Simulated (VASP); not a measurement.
A run of VASP 6.6.1:

INCAR

```
PREC = Accurate
ENCUT = 520
EDIFF = 1E-6
ISMEAR = 0
SIGMA = 0.15
LREAL = F
LASPH = T
NELM = 100
ALGO = Normal
ISIF = 2
LWAVE = F
LCHARG = F
GGA = PE
IVDW = 12
NBANDS = 19
```

Contents of KPOINTS:

```
regular mesh
0
Gamma
  15 15 8
```

The input POSCAR:

```
Hg
1.0
    3.2963000000      0.0000000000      0.0000000000
   -1.6481500000      2.8546795385      0.0000000000
    0.0000000000      0.0000000000      5.1276000000
Hg
2
Direct
    0.6666666667      0.3333333333      0.7500000000
    0.3333333333      0.6666666667      0.2500000000
```

Potentials or basis: VASP PAW PBE potentials, release 64 (Hg).

Run with:

```console
$ cat potpaw_PBE.64/Hg/POTCAR > POTCAR
$ mpirun -np 1 vasp_std > vasp.out
```

Hardware: 1 thread of Intel(R) Xeon(R) 6975P-C (Granite Rapids) (shared host).

Q: How long does it take, and how much memory?

A: Wall time 37 s on 1 thread of Intel(R) Xeon(R) 6975P-C (Granite Rapids), with other jobs on the host, peak memory 0.26 GiB. Counts: scf iterations 11, k points 135.
